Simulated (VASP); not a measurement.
# Al (Fm-3m) in VASP: single point with PBEsol

Aim: the single point of Al with PBEsol.

Everything below comes from runs of VASP 6.6.1. Logs are shortened: lines on timing, memory, paths and dates and some standing lists are left out, and cuts for length are marked.

## (1) The cell of the first run

Symmetry: Fm-3m, No. 225, cubic system. Conventional cell: a = 4.050 Å, b = 4.050 Å, c = 4.050 Å, α = 90.00°, β = 90.00°, γ = 90.00°. Within 3.8 Å of Al (site symmetry m-3m) lie 12 Al at 2.86 Å.

## (2) Single point, PBEsol

The input, INCAR:

```
SYSTEM = Al
PREC     = Accurate       ! precision mode
ENCUT    = 500            ! plane-wave cutoff, eV
EDIFF    = 1E-6           ! SCF threshold, eV
ISMEAR   = 1              ! smearing method
SIGMA    = 0.3            ! smearing width, eV
LREAL    = .FALSE.        ! projectors in reciprocal space
LASPH    = .TRUE.         ! aspherical terms in the spheres
NELM     = 120            ! most SCF steps
ALGO     = Normal         ! electronic algorithm
ISIF     = 2              ! what is computed and relaxed
LWAVE    = .FALSE.        ! write WAVECAR
LCHARG   = .FALSE.        ! write CHGCAR
GGA      = PS             ! functional
NBANDS   = 8              ! bands
GGA_COMPAT= .FALSE.
```

The input, KPOINTS:

```
regular mesh
0
G
  8 8 8
  0 0 0
```

The input, POSCAR:

```
Al
1.0
    0.0000000000      2.0248050000      2.0248050000
    2.0248050000      0.0000000000      2.0248050000
    2.0248050000      2.0248050000      0.0000000000
Al
1
Direct
    0.0000000000      0.0000000000      0.0000000000
```

Potentials or basis: VASP PAW PBE potentials, release 64 (Al).

Launch:

```console
> cat potpaw_PBE.64/Al/POTCAR > POTCAR
> mpirun -np 1 vasp_std > vasp.out
```

OUTCAR:

```text
SYSTEM = Al
   PREC = Accurate
   ENCUT = 500
   EDIFF = 1E-6
   ISMEAR = 1
   LREAL = .FALSE.
   LASPH = .TRUE.
   NELM = 120
   ISIF = 2
   GGA = PS

 ion  position               nearest neighbor table
   1  0.000  0.000  0.000-

  LATTYP: Found a face centered cubic cell.
 ALAT       =     4.0496100000

  Lattice vectors:

 A1 = (   0.0000000000,   2.0248050000,   2.0248050000)
 A2 = (   2.0248050000,   0.0000000000,   2.0248050000)
 A3 = (   2.0248050000,   2.0248050000,   0.0000000000)

Analysis of symmetry for initial positions (statically):
=====================================================================
 Subroutine PRICEL returns:
 Original cell was already a primitive cell.

 Routine SETGRP: Setting up the symmetry group for a
 face centered cubic supercell.

 Subroutine GETGRP returns: Found 48 space group operations
 (whereof 48 operations were pure point group operations)
 out of a pool of 48 trial point group operations.

The static configuration has the point symmetry O_h .

Analysis of symmetry for dynamics (positions and initial velocities):
=====================================================================
 Subroutine PRICEL returns:
 Original cell was already a primitive cell.

 Routine SETGRP: Setting up the symmetry group for a
 face centered cubic supercell.

 Subroutine GETGRP returns: Found 48 space group operations
 (whereof 48 operations were pure point group operations)
 out of a pool of 48 trial point group operations.

The dynamic configuration has the point symmetry O_h .

 Subroutine INISYM returns: Found 48 space group operations
 (whereof 48 operations are pure point group operations),
 and found     1 'primitive' translations

----------------------------------------------------------------------------------------

                                     Primitive cell

  volume of cell :      16.6027

  direct lattice vectors                    reciprocal lattice vectors
     0.000000000  2.024805000  2.024805000    -0.246937359  0.246937359  0.246937359
     2.024805000  0.000000000  2.024805000     0.246937359 -0.246937359  0.246937359
     2.024805000  2.024805000  0.000000000     0.246937359  0.246937359 -0.246937359

  length of vectors
     2.863506692  2.863506692  2.863506692     0.427708053  0.427708053  0.427708053

  position of ions in fractional coordinates (direct lattice)
     0.000000000  0.000000000  0.000000000

  ion indices of the primitive-cell ions
   primitive index   ion index
                 1           1

----------------------------------------------------------------------------------------

 KPOINTS: regular mesh

Automatic generation of k-mesh.
 Grid dimensions read from file:
 generate k-points for:    8    8    8

 Generating k-lattice:

  Cartesian coordinates                     Fractional coordinates (reciprocal lattice)
    -0.030867170  0.030867170  0.030867170     0.125000000  0.000000000  0.000000000
     0.030867170 -0.030867170  0.030867170     0.000000000  0.125000000  0.000000000
     0.030867170  0.030867170 -0.030867170     0.000000000  0.000000000  0.125000000

  Length of vectors
     0.053463507  0.053463507  0.053463507

  Shift w.r.t. Gamma in fractional coordinates (k-lattice)
     0.000000000  0.000000000  0.000000000

 Subroutine IBZKPT returns following result:
 ===========================================

 Found     29 irreducible k-points:

 Following reciprocal coordinates:
            Coordinates               Weight
  0.000000  0.000000  0.000000      1.000000
  0.125000  0.000000  0.000000      8.000000
  0.250000  0.000000  0.000000      8.000000
  0.375000  0.000000  0.000000      8.000000
  0.500000  0.000000  0.000000      4.000000
  0.125000  0.125000  0.000000      6.000000
[... 16 lines left out ...]
  0.500000  0.250000  0.125000     48.000000
 -0.375000  0.250000  0.125000     24.000000
 [... further k-points ...]
   k-points           NKPTS =     29   k-points in BZ     NKDIM =     29   number of bands    NBANDS=      8
   number of dos      NEDOS =    301   number of ions     NIONS =      1
   total plane-waves  NPLWV =  13824
   dimension x,y,z NGX =    24 NGY =   24 NGZ =   24
   dimension x,y,z NGXF=    48 NGYF=   48 NGZF=   48
   ions per type =               1
   NGX,Y,Z   is equivalent  to a cutoff of  13.93, 13.93, 13.93 a.u.
   NGXF,Y,Z  is equivalent  to a cutoff of  27.87, 27.87, 27.87 a.u.
 SYSTEM =  Al
   PREC   = accura    normal or accurate (medium, high low for compatibility)
   ISTART =      0    job   : 0-new  1-cont  2-samecut
   ICHARG =      2    charge: 1-file 2-atom 10-const
   ISPIN  =      1    spin polarized calculation?
   LNONCOLLINEAR =      F non collinear calculations
   LSORBIT =      F    spin-orbit coupling
   LASPH  =      T    aspherical Exc in radial PAW
   ENCUT  =  500.0 eV  36.75 Ry    6.06 a.u.   5.22  5.22  5.22*2*pi/ulx,y,z
   NELM   =    120;   NELMIN=  2; NELMDL= -5     # of ELM steps
   EDIFF  = 0.1E-05   stopping-criterion for ELM
   LREAL  =      F    real-space projection
   EDIFFG = 0.1E-04   stopping-criterion for IOM
   NSW    =      0    number of steps for IOM
   IBRION =     -1    ionic relax: 0-MD 1-quasi-New 2-CG
   NFREE  =      0    steps in history (QN), initial steepest desc. (CG)
   ISIF   =      2    stress and relaxation
   ISYM   =      2    0-nonsym 1-usesym 2-fastsym
   POTIM  = 0.5000    time-step for ionic-motion
   TEBEG  =    0.0;   TEEND  =   0.0 temperature during run
   PSTRESS=    0.0 pullay stress
   NELECT =       3.0000    total number of electrons
   NUPDOWN=      -1.0000    fix difference up-down
   EMIN   =  10.00;   EMAX   =-10.00  energy-range for DOS
   EFERMI =   0.00;   METHOD = LEGACY
   ISMEAR =     1;   SIGMA  =   0.30  broadening in eV -4-tet -1-fermi 0-gaus
   EFERMI_NEDOS =   21; number of points for ismear=-14 and -15
   IALGO  =     38    algorithm
   IMIX   =      4    mixing-type and parameters
     AMIX     =   0.40;   BMIX     =  1.00
     AMIX_MAG =   1.60;   BMIX_MAG =  1.00
  volume/ion in A,a.u.               =      16.60       112.04
  Fermi-wavevector in a.u.,A,eV,Ry     =   0.925526  1.748991 11.654733  0.856599
  Thomas-Fermi vector in A             =   2.051390
   LORBIT       =      0    0 simple, 1 ext, 2 COOP (PROOUT), +10 PAW based schemes
   GGA     = PS    functional components
   LHFCALC =     F    Hartree Fock is set to
   AEXX    =    0.0000 exact exchange contribution
   IVDW    =     0    specifies the selected vdW correction
   LEPSILON=     F    determine dielectric tensor
   LRPA    =     F    only Hartree local field effects (RPA)
 non-spin polarized calculation
 Methfessel and Paxton  Order N= 1 SIGMA  =   0.30
  energy-cutoff  :      500.00
  volume of cell :       16.60
 maximum number of plane-waves:       444
 NGX is ok and might be reduce to    24
   NGX = 11   NGY = 11   NGZ = 11

 number of electron       3.0000000 magnetization

 Free energy of the ion-electron system (eV)
  ---------------------------------------------------
  ext. energy  EPLUGINS =         0.00000000
  ---------------------------------------------------
  free energy    TOTEN  =        -4.08385030 eV

  energy without entropy =       -4.08479104  energy(sigma->0) =       -4.08416388

 E-fermi :   7.8709     XC(G=0): -10.2334

 val. band max:        7.5689977122   @ k =  -0.2500   0.3750   0.1250
 cond. band min:       8.0203548427   @ k =   0.5000   0.2500   0.1250
 fundamental gap:      0.4513571305
 Fermi energy:         7.8709336520

 k-point     1 :       0.0000    0.0000    0.0000
  band No.  band energies     occupation
      1      -3.2005      2.00000
      2      20.4487      0.00000
      3      20.4487      0.00000
      4      20.4487      0.00000
      5      21.8925      0.00000
      6      21.8925      0.00000
      7      21.8925      0.00000
      8      24.3283      0.00000

 k-point     2 :       0.1250    0.0000    0.0000
  band No.  band energies     occupation
      1      -2.7780      2.00000
      2      16.1608      0.00000
      3      19.4966      0.00000
      4      19.4966      0.00000
      5      22.5287      0.00000
      6      23.4364      0.00000
      7      23.4364      0.00000
      8      25.4566      0.00000

 k-point     3 :       0.2500    0.0000    0.0000
  band No.  band energies     occupation
      1      -1.5183      2.00000
      2      11.3080     -0.00000
      3      18.7310      0.00000
      4      18.7310      0.00000
      5      22.1753      0.00000
      6      22.5567      0.00000
      7      22.5567      0.00000
      8      26.5601      0.00000

 k-point     4 :       0.3750    0.0000    0.0000
  band No.  band energies     occupation
      1       0.5570      2.00000
      2       7.0215      2.00047
      3      18.6392      0.00000
      4      18.6392      0.00000
      5      20.5778      0.00000
      6      20.5778      0.00000
      7      22.2486      0.00000
      8      24.5069      0.00000

 k-point     5 :       0.5000    0.0000    0.0000
  band No.  band energies     occupation
      1       3.3161      2.00000
      2       3.5203      2.00000
      3      19.2168      0.00000
      4      19.2168      0.00000
      5      19.2922      0.00000
      6      19.2922      0.00000
      7      22.9622      0.00000
      8      23.0814      0.00000
[... 177 lines left out ...]
 k-point    22 :       0.3750    0.2500    0.1250
  band No.  band energies     occupation
      1      -0.4080      2.00000
      2      11.7216     -0.00000
      3      13.1078     -0.00000
      4      16.6177      0.00000
      5      19.9722      0.00000
      6      21.7218      0.00000
      7      24.7427      0.00000
      8      28.0673      0.00000

 k-point    23 :       0.5000    0.2500    0.1250
  band No.  band energies     occupation
      1       1.6499      2.00000
      2       8.0204      0.26193
      3      12.4367     -0.00000
      4      14.4897      0.00000
      5      20.5909      0.00000
      6      22.6696      0.00000
      7      24.7899      0.00000
      8      28.7438      0.00000

 k-point    24 :      -0.3750    0.2500    0.1250
  band No.  band energies     occupation
      1       4.3579      2.00000
      2       4.6091      2.00000
      3      12.8321     -0.00000
      4      13.2999     -0.00000
      5      21.1113      0.00000
      6      21.5453      0.00000
      7      28.0736      0.00000
      8      28.3792      0.00000

 [... further k-points ...]
[... 5 lines left out ...]
  --------------------------------------------------------------------------------------
  -------------------------------------------------------------------------------------
  Total       -0.1950805     -0.1950805     -0.1950805     -0.0000000      0.0000000      0.0000000
  in kB      -18.8254231    -18.8254231    -18.8254231     -0.0000000      0.0000000      0.0000000
  external PRESSURE =     -18.8254231 kB  Pullay stress =       0.0000000 kB

 VOLUME and BASIS-vectors are now :
 -----------------------------------------------------------------------------
  energy-cutoff  :      500.00
  volume of cell :       16.60
      direct lattice vectors                 reciprocal lattice vectors
     0.000000000  2.024805000  2.024805000    -0.246937359  0.246937359  0.246937359
     2.024805000  0.000000000  2.024805000     0.246937359 -0.246937359  0.246937359
     2.024805000  2.024805000  0.000000000     0.246937359  0.246937359 -0.246937359

 POSITION                                       TOTAL-FORCE (eV/Angst)
 -----------------------------------------------------------------------------------
      0.00000      0.00000      0.00000         0.000000      0.000000      0.000000
 -----------------------------------------------------------------------------------
    total drift:                                0.000000      0.000000     -0.000000

  FREE ENERGIE OF THE ION-ELECTRON SYSTEM (eV)
  ---------------------------------------------------
  free  energy   TOTEN  =        -4.0838503040 eV

  energy  without entropy=       -4.0847910439  energy(sigma->0) =       -4.08416388
```

Run time: 2 s. Hardware: 1 thread of Intel Xeon Platinum 8559C (Emerald Rapids), shared host; peak memory 0.12 GiB.

What came out:

| Item | Value |
| --- | --- |
| Free energy | -4.0839 eV |
| Pressure | -1.9 GPa |

Caveat: the PAW data sets were made with another functional, which shifts forces and pressure a little.
